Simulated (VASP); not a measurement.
# ZnAu (Pm-3m) in VASP: notebook

ZnAu is run at these levels: PBE; tasks: single point.

Program: VASP 6.6.1. These are calculated values, not measurements. Logs are shortened: lines on timing, memory, paths and dates and some standing lists are left out, and cuts for length are marked.

## 1. The cell of the first run

The structure is cubic, space group Pm-3m (No. 221). The conventional cell has a = 3.038 Å, b = 3.038 Å, c = 3.038 Å, α = 90.00°, β = 90.00°, γ = 90.00°. Within 3.5 Å of Zn (site symmetry m-3m) lie 8 Au at 2.63 Å and 6 Zn at 3.04 Å. Within 3.5 Å of Au (site symmetry m-3m) lie 8 Zn at 2.63 Å and 6 Au at 3.04 Å.

## 2. Single point, PBE

The input, INCAR:

```
SYSTEM = ZnAu
PREC     = Accurate       ! precision mode
ENCUT    = 520            ! plane-wave cutoff, eV
EDIFF    = 1E-7           ! SCF threshold, eV
ISMEAR   = 0              ! smearing method
SIGMA    = 0.05           ! smearing width, eV
LREAL    = .FALSE.        ! projectors in reciprocal space
LASPH    = .TRUE.         ! aspherical terms in the spheres
NELM     = 60             ! most SCF steps
ALGO     = Normal         ! electronic algorithm
ISIF     = 2              ! what is computed and relaxed
LWAVE    = .FALSE.        ! write WAVECAR
LCHARG   = .FALSE.        ! write CHGCAR
GGA      = PE             ! functional
NBANDS   = 18             ! bands
```

The input, KPOINTS:

```
regular mesh
0
G
  10 10 10
  0 0 0
```

The input, POSCAR:

```
ZnAu
1.0
    3.0383950934      0.0000000000      0.0000000000
    0.0000000000      3.0383950934      0.0000000000
    0.0000000000      0.0000000000      3.0383950934
Zn Au
1 1
Direct
    0.5000000000      0.5000000000      0.5000000000
    0.0000000000      0.0000000000      0.0000000000
```

Potentials or basis: VASP PAW PBE potentials, release 64 (Zn, Au).

Launch:

```bash
> cat potpaw_PBE.64/Zn/POTCAR potpaw_PBE.64/Au/POTCAR > POTCAR
> mpirun -np 1 vasp_std > vasp.out
```

OUTCAR:

```text
SYSTEM = ZnAu
   PREC = Accurate
   ENCUT = 520
   EDIFF = 1E-7
   ISMEAR = 0
   LREAL = .FALSE.
   LASPH = .TRUE.
   NELM = 60
   ISIF = 2
   GGA = PE

 ion  position               nearest neighbor table
   1  0.500  0.500  0.500-   2 2.63   2 2.63   2 2.63   2 2.63   2 2.63   2 2.63   2 2.63   2 2.63

   2  0.000  0.000  0.000-   1 2.63   1 2.63   1 2.63   1 2.63   1 2.63   1 2.63   1 2.63   1 2.63

  LATTYP: Found a simple cubic cell.
 ALAT       =     3.0383950934

  Lattice vectors:

 A1 = (   3.0383950934,   0.0000000000,   0.0000000000)
 A2 = (   0.0000000000,   3.0383950934,   0.0000000000)
 A3 = (   0.0000000000,   0.0000000000,   3.0383950934)

Analysis of symmetry for initial positions (statically):
=====================================================================
 Subroutine PRICEL returns:
 Original cell was already a primitive cell.

 Routine SETGRP: Setting up the symmetry group for a
 simple cubic supercell.

 Subroutine GETGRP returns: Found 48 space group operations
 (whereof 48 operations were pure point group operations)
 out of a pool of 48 trial point group operations.

The static configuration has the point symmetry O_h .

Analysis of symmetry for dynamics (positions and initial velocities):
=====================================================================
 Subroutine PRICEL returns:
 Original cell was already a primitive cell.

 Routine SETGRP: Setting up the symmetry group for a
 simple cubic supercell.

 Subroutine GETGRP returns: Found 48 space group operations
 (whereof 48 operations were pure point group operations)
 out of a pool of 48 trial point group operations.

The dynamic configuration has the point symmetry O_h .

 Subroutine INISYM returns: Found 48 space group operations
 (whereof 48 operations are pure point group operations),
 and found     1 'primitive' translations

----------------------------------------------------------------------------------------

                                     Primitive cell

  volume of cell :      28.0500

  direct lattice vectors                    reciprocal lattice vectors
     3.038395093  0.000000000  0.000000000     0.329121121  0.000000000  0.000000000
     0.000000000  3.038395093  0.000000000     0.000000000  0.329121121  0.000000000
     0.000000000  0.000000000  3.038395093     0.000000000  0.000000000  0.329121121

  length of vectors
     3.038395093  3.038395093  3.038395093     0.329121121  0.329121121  0.329121121

  position of ions in fractional coordinates (direct lattice)
     0.500000000  0.500000000  0.500000000
     0.000000000  0.000000000  0.000000000

  ion indices of the primitive-cell ions
   primitive index   ion index
                 1           1
                 2           2

----------------------------------------------------------------------------------------

 KPOINTS: regular mesh

Automatic generation of k-mesh.
 Grid dimensions read from file:
 generate k-points for:   10   10   10

 Generating k-lattice:

  Cartesian coordinates                     Fractional coordinates (reciprocal lattice)
     0.032912112  0.000000000  0.000000000     0.100000000  0.000000000  0.000000000
     0.000000000  0.032912112  0.000000000     0.000000000  0.100000000  0.000000000
     0.000000000  0.000000000  0.032912112     0.000000000  0.000000000  0.100000000

  Length of vectors
     0.032912112  0.032912112  0.032912112

  Shift w.r.t. Gamma in fractional coordinates (k-lattice)
     0.000000000  0.000000000  0.000000000

 Subroutine IBZKPT returns following result:
 ===========================================

 Found     56 irreducible k-points:

 Following reciprocal coordinates:
            Coordinates               Weight
  0.000000  0.000000  0.000000      1.000000
  0.100000  0.000000  0.000000      6.000000
  0.200000  0.000000  0.000000      6.000000
  0.300000  0.000000  0.000000      6.000000
  0.400000  0.000000  0.000000      6.000000
  0.500000  0.000000  0.000000      3.000000
[... 16 lines left out ...]
  0.200000  0.100000  0.100000     24.000000
  0.300000  0.100000  0.100000     24.000000
 [... further k-points ...]
   k-points           NKPTS =     56   k-points in BZ     NKDIM =     56   number of bands    NBANDS=     18
   number of dos      NEDOS =    301   number of ions     NIONS =      2
   total plane-waves  NPLWV =  13824
   dimension x,y,z NGX =    24 NGY =   24 NGZ =   24
   dimension x,y,z NGXF=    48 NGYF=   48 NGZF=   48
   ions per type =               1   1
   NGX,Y,Z   is equivalent  to a cutoff of  13.13, 13.13, 13.13 a.u.
   NGXF,Y,Z  is equivalent  to a cutoff of  26.26, 26.26, 26.26 a.u.
 SYSTEM =  ZnAu
   PREC   = accura    normal or accurate (medium, high low for compatibility)
   ISTART =      0    job   : 0-new  1-cont  2-samecut
   ICHARG =      2    charge: 1-file 2-atom 10-const
   ISPIN  =      1    spin polarized calculation?
   LNONCOLLINEAR =      F non collinear calculations
   LSORBIT =      F    spin-orbit coupling
   LASPH  =      T    aspherical Exc in radial PAW
   ENCUT  =  520.0 eV  38.22 Ry    6.18 a.u.   5.65  5.65  5.65*2*pi/ulx,y,z
   NELM   =     60;   NELMIN=  2; NELMDL= -5     # of ELM steps
   EDIFF  = 0.1E-06   stopping-criterion for ELM
   LREAL  =      F    real-space projection
   EDIFFG = 0.1E-05   stopping-criterion for IOM
   NSW    =      0    number of steps for IOM
   IBRION =     -1    ionic relax: 0-MD 1-quasi-New 2-CG
   NFREE  =      0    steps in history (QN), initial steepest desc. (CG)
   ISIF   =      2    stress and relaxation
   ISYM   =      2    0-nonsym 1-usesym 2-fastsym
   POTIM  = 0.5000    time-step for ionic-motion
   TEBEG  =    0.0;   TEEND  =   0.0 temperature during run
   PSTRESS=    0.0 pullay stress
   NELECT =      23.0000    total number of electrons
   NUPDOWN=      -1.0000    fix difference up-down
   EMIN   =  10.00;   EMAX   =-10.00  energy-range for DOS
   EFERMI =   0.00;   METHOD = LEGACY
   ISMEAR =     0;   SIGMA  =   0.05  broadening in eV -4-tet -1-fermi 0-gaus
   EFERMI_NEDOS =   21; number of points for ismear=-14 and -15
   IALGO  =     38    algorithm
   IMIX   =      4    mixing-type and parameters
     AMIX     =   0.40;   BMIX     =  1.00
     AMIX_MAG =   1.60;   BMIX_MAG =  1.00
  volume/ion in A,a.u.               =      14.02        94.65
  Fermi-wavevector in a.u.,A,eV,Ry     =   1.532286  2.895601 31.945129  2.347901
  Thomas-Fermi vector in A             =   2.639513
   LORBIT       =      0    0 simple, 1 ext, 2 COOP (PROOUT), +10 PAW based schemes
   GGA     = PE    functional components
   LHFCALC =     F    Hartree Fock is set to
   AEXX    =    0.0000 exact exchange contribution
   IVDW    =     0    specifies the selected vdW correction
   LEPSILON=     F    determine dielectric tensor
   LRPA    =     F    only Hartree local field effects (RPA)
 non-spin polarized calculation
 Gauss-broadening in eV      SIGMA  =   0.05
  energy-cutoff  :      520.00
  volume of cell :       28.05
 maximum number of plane-waves:       772
 NGX is ok and might be reduce to    24
   NGX = 11   NGY = 11   NGZ = 11

 number of electron      23.0000018 magnetization

 Free energy of the ion-electron system (eV)
  ---------------------------------------------------
  ext. energy  EPLUGINS =         0.00000000
  ---------------------------------------------------
  free energy    TOTEN  =        -4.46268384 eV

  energy without entropy =       -4.46201663  energy(sigma->0) =       -4.46235024

 E-fermi :   8.6163     XC(G=0): -12.9912

 val. band max:        8.6054225875   @ k =   0.3000   0.1000   0.1000
 cond. band min:       8.7180450265   @ k =   0.4000   0.3000   0.2000
 fundamental gap:      0.1126224390
 Fermi energy:         8.6163149142

 k-point     1 :       0.0000    0.0000    0.0000
  band No.  band energies     occupation
      1      -3.1770      2.00000
      2      -0.2574      2.00000
      3      -0.2574      2.00000
      4       0.7277      2.00000
      5       0.7277      2.00000
      6       0.7277      2.00000
[... 10 lines left out ...]
     17      21.3953      0.00000
     18      27.1649      0.00000

 k-point     2 :       0.1000    0.0000    0.0000
  band No.  band energies     occupation
      1      -2.9835      2.00000
      2      -0.2033      2.00000
      3      -0.1870      2.00000
      4       0.7267      2.00000
      5       0.7267      2.00000
      6       0.7483      2.00000
[... 10 lines left out ...]
     17      22.2818      0.00000
     18      27.2054      0.00000

 k-point     3 :       0.2000    0.0000    0.0000
  band No.  band energies     occupation
      1      -2.4222      2.00000
      2      -0.0511      2.00000
      3      -0.0055      2.00000
      4       0.7264      2.00000
      5       0.7264      2.00000
      6       0.8032      2.00000
[... 10 lines left out ...]
     17      24.9118      0.00000
     18      26.7151      0.00000

 k-point     4 :       0.3000    0.0000    0.0000
  band No.  band energies     occupation
      1      -1.5603      2.00000
      2       0.1655      2.00000
      3       0.2076      2.00000
      4       0.7324      2.00000
      5       0.7324      2.00000
      6       0.8737      2.00000
[... 10 lines left out ...]
     17      24.8826      0.00000
     18      24.9229      0.00000

 k-point     5 :       0.4000    0.0000    0.0000
  band No.  band energies     occupation
      1      -0.5628      2.00000
      2       0.3428      2.00000
      3       0.3781      2.00000
      4       0.7438      2.00000
      5       0.7438      2.00000
      6       0.9331      2.00000
[... 10 lines left out ...]
     17      22.7020      0.00000
     18      22.7259      0.00000

 k-point     6 :       0.5000    0.0000    0.0000
  band No.  band energies     occupation
      1       0.1032      2.00000
      2       0.2613      2.00000
      3       0.4741      2.00000
      4       0.7501      2.00000
      5       0.7501      2.00000
      6       0.9564      2.00000
[... 10 lines left out ...]
     17      20.6740      0.00000
     18      20.6846      0.00000

 k-point     7 :       0.1000    0.1000    0.0000
  band No.  band energies     occupation
      1      -2.7934      2.00000
      2      -0.1475      2.00000
      3      -0.1235      2.00000
      4       0.6875      2.00000
      5       0.7247      2.00000
      6       0.7974      2.00000
[... 10 lines left out ...]
     17      22.3215      0.00000
     18      26.6046      0.00000

 k-point     8 :       0.2000    0.1000    0.0000
  band No.  band energies     occupation
      1      -2.2451      2.00000
      2      -0.0104      2.00000
      3       0.0561      2.00000
      4       0.6592      2.00000
      5       0.7249      2.00000
      6       0.8516      2.00000
[... 10 lines left out ...]
     17      24.7760      0.00000
     18      25.1273      0.00000
[... 229 lines left out ...]
     17      22.0616      0.00000
     18      24.1874      0.00000

 k-point    20 :       0.5000    0.4000    0.0000
  band No.  band energies     occupation
      1      -0.4446      2.00000
      2      -0.4005      2.00000
      3       0.3083      2.00000
      4       0.3135      2.00000
      5       1.1070      2.00000
      6       1.7159      2.00000
[... 10 lines left out ...]
     17      21.8970      0.00000
     18      24.5608      0.00000

 k-point    21 :       0.5000    0.5000    0.0000
  band No.  band energies     occupation
      1      -0.5256      2.00000
      2      -0.4444      2.00000
      3       0.2632      2.00000
      4       0.2632      2.00000
      5       1.1705      2.00000
      6       1.7262      2.00000
[... 10 lines left out ...]
     17      21.5307      0.00000
     18      25.5537      0.00000

 k-point    22 :       0.1000    0.1000    0.1000
  band No.  band energies     occupation
      1      -2.6062      2.00000
      2      -0.0780      2.00000
      3      -0.0780      2.00000
      4       0.6833      2.00000
      5       0.6833      2.00000
      6       0.8382      2.00000
[... 10 lines left out ...]
     17      22.0763      0.00000
     18      26.5471      0.00000

 k-point    23 :       0.2000    0.1000    0.1000
  band No.  band energies     occupation
      1      -2.0691      2.00000
      2       0.0484      2.00000
      3       0.0979      2.00000
      4       0.6440      2.00000
      5       0.6737      2.00000
      6       0.8776      2.00000
[... 10 lines left out ...]
     17      24.6112      0.00000
     18      24.9104      0.00000

 k-point    24 :       0.3000    0.1000    0.1000
  band No.  band energies     occupation
      1      -1.2679      2.00000
      2       0.2242      2.00000
      3       0.2897      2.00000
      4       0.6613      2.00000
      5       0.6641      2.00000
      6       0.8801      2.00000
[... 10 lines left out ...]
     17      22.5503      0.00000
     18      24.4522      0.00000

 [... further k-points ...]
[... 5 lines left out ...]
  --------------------------------------------------------------------------------------
  -------------------------------------------------------------------------------------
  Total        4.3489684      4.3489684      4.3489684     -0.0000000     -0.0000000      0.0000000
  in kB      248.4071547    248.4071547    248.4071547     -0.0000000     -0.0000000      0.0000000
  external PRESSURE =     248.4071547 kB  Pullay stress =       0.0000000 kB

 VOLUME and BASIS-vectors are now :
 -----------------------------------------------------------------------------
  energy-cutoff  :      520.00
  volume of cell :       28.05
      direct lattice vectors                 reciprocal lattice vectors
     3.038395093  0.000000000  0.000000000     0.329121121  0.000000000  0.000000000
     0.000000000  3.038395093  0.000000000     0.000000000  0.329121121  0.000000000
     0.000000000  0.000000000  3.038395093     0.000000000  0.000000000  0.329121121

 POSITION                                       TOTAL-FORCE (eV/Angst)
 -----------------------------------------------------------------------------------
      1.51920      1.51920      1.51920         0.000000      0.000000      0.000000
      0.00000      0.00000      0.00000         0.000000      0.000000      0.000000
 -----------------------------------------------------------------------------------
    total drift:                                0.000000      0.000000     -0.000000

  FREE ENERGIE OF THE ION-ELECTRON SYSTEM (eV)
  ---------------------------------------------------
  free  energy   TOTEN  =        -4.4626838436 eV

  energy  without entropy=       -4.4620166265  energy(sigma->0) =       -4.46235024
```

Run time: 34 s. Hardware: 1 thread of AMD EPYC 7R13, shared host; peak memory 0.13 GiB.

What came out:

```yaml
Free_energy: -4.4627 eV
Pressure: 24.8 GPa
Band_gap_on_the_k_mesh: zero (an odd number of electrons rules out a gap without spin polarisation)
```

Caveat: the cell stands under pressure; spin-orbit coupling is left out, which moves the levels of the heavy elements.

## 3. Single point, PBE

This run uses another cell than the first one, of 15.58 Å³/atom.

The input, INCAR:

```
SYSTEM = ZnAu
ALGO = Normal ; EDIFF = 1E-7
ENCUT = 520 ; GGA = PE
ISIF = 2 ; ISMEAR = 0
LASPH = .TRUE. ; LCHARG = .FALSE.
LREAL = .FALSE. ; LWAVE = .FALSE.
NBANDS = 18 ; NELM = 80
PREC = Accurate ; SIGMA = 0.05
```

The input, KPOINTS:

```
k-points
0
G
  10 10 10
  0 0 0
```

The input, POSCAR:

```
ZnAu
1.0
    3.1470000000      0.0000000000      0.0000000000
    0.0000000000      3.1470000000      0.0000000000
    0.0000000000      0.0000000000      3.1470000000
Zn Au
1 1
Direct
    0.5000000000      0.5000000000      0.5000000000
    0.0000000000      0.0000000000      0.0000000000
```

Potentials or basis: VASP PAW PBE potentials, release 64 (Zn, Au).

Launch:

```bash
> cat potpaw_PBE.64/Zn/POTCAR potpaw_PBE.64/Au/POTCAR > POTCAR
> mpirun -np 1 vasp_std > vasp.out
```

OUTCAR:

```text
SYSTEM = ZnAu
   EDIFF = 1E-7
   ENCUT = 520
   GGA = PE
   ISIF = 2
   ISMEAR = 0
   LASPH = .TRUE.
   LREAL = .FALSE.
   NELM = 80
   PREC = Accurate

 ion  position               nearest neighbor table
   1  0.500  0.500  0.500-   2 2.73   2 2.73   2 2.73   2 2.73   2 2.73   2 2.73   2 2.73   2 2.73

   2  0.000  0.000  0.000-   1 2.73   1 2.73   1 2.73   1 2.73   1 2.73   1 2.73   1 2.73   1 2.73

  LATTYP: Found a simple cubic cell.
 ALAT       =     3.1470000000

  Lattice vectors:

 A1 = (   3.1470000000,   0.0000000000,   0.0000000000)
 A2 = (   0.0000000000,   3.1470000000,   0.0000000000)
 A3 = (   0.0000000000,   0.0000000000,   3.1470000000)

Analysis of symmetry for initial positions (statically):
=====================================================================
 Subroutine PRICEL returns:
 Original cell was already a primitive cell.

 Routine SETGRP: Setting up the symmetry group for a
 simple cubic supercell.

 Subroutine GETGRP returns: Found 48 space group operations
 (whereof 48 operations were pure point group operations)
 out of a pool of 48 trial point group operations.

[... 157 lines left out ...]
  ext. energy  EPLUGINS =         0.00000000
  ---------------------------------------------------
  free energy    TOTEN  =        -4.73271716 eV

  energy without entropy =       -4.73196195  energy(sigma->0) =       -4.73233955

 E-fermi :   7.1393     XC(G=0): -12.3789

 val. band max:        7.1301683362   @ k =   0.3000   0.1000   0.1000
 cond. band min:       7.2199613326   @ k =   0.4000   0.3000   0.2000
 fundamental gap:      0.0897929964
 Fermi energy:         7.1393454826

 k-point     1 :       0.0000    0.0000    0.0000
  band No.  band energies     occupation
      1      -3.5228      2.00000
      2      -1.0326      2.00000
      3      -1.0326      2.00000
      4      -0.3407      2.00000
      5      -0.3407      2.00000
      6      -0.3407      2.00000
[... 481 lines left out ...]
      5      -0.3785      2.00000
      6      -0.2284      2.00000
[... 10 lines left out ...]
     17      20.1503      0.00000
     18      21.9244      0.00000

 [... further k-points ...]
[... 5 lines left out ...]
  --------------------------------------------------------------------------------------
  -------------------------------------------------------------------------------------
  Total        0.9419392      0.9419392      0.9419392     -0.0000000     -0.0000000      0.0000000
  in kB       48.4220584     48.4220584     48.4220584     -0.0000000     -0.0000000      0.0000000
  external PRESSURE =      48.4220584 kB  Pullay stress =       0.0000000 kB

 VOLUME and BASIS-vectors are now :
 -----------------------------------------------------------------------------
  energy-cutoff  :      520.00
  volume of cell :       31.17
      direct lattice vectors                 reciprocal lattice vectors
     3.147000000  0.000000000  0.000000000     0.317762949  0.000000000  0.000000000
     0.000000000  3.147000000  0.000000000     0.000000000  0.317762949  0.000000000
     0.000000000  0.000000000  3.147000000     0.000000000  0.000000000  0.317762949

 POSITION                                       TOTAL-FORCE (eV/Angst)
 -----------------------------------------------------------------------------------
      1.57350      1.57350      1.57350         0.000000      0.000000      0.000000
      0.00000      0.00000      0.00000         0.000000      0.000000      0.000000
 -----------------------------------------------------------------------------------
    total drift:                                0.000000      0.000000     -0.000000

  FREE ENERGIE OF THE ION-ELECTRON SYSTEM (eV)
  ---------------------------------------------------
  free  energy   TOTEN  =        -4.7327171590 eV

  energy  without entropy=       -4.7319619451  energy(sigma->0) =       -4.73233955
```

It took 35 s on 1 thread of AMD EPYC 7R13, shared host; peak memory 0.13 GiB.

What came out:

- Free energy: -4.7327 eV
- Pressure: 4.8 GPa
- Band gap on the k mesh: zero (an odd number of electrons rules out a gap without spin polarisation)

Caveat: the cell stands under pressure; spin-orbit coupling is left out, which moves the levels of the heavy elements.
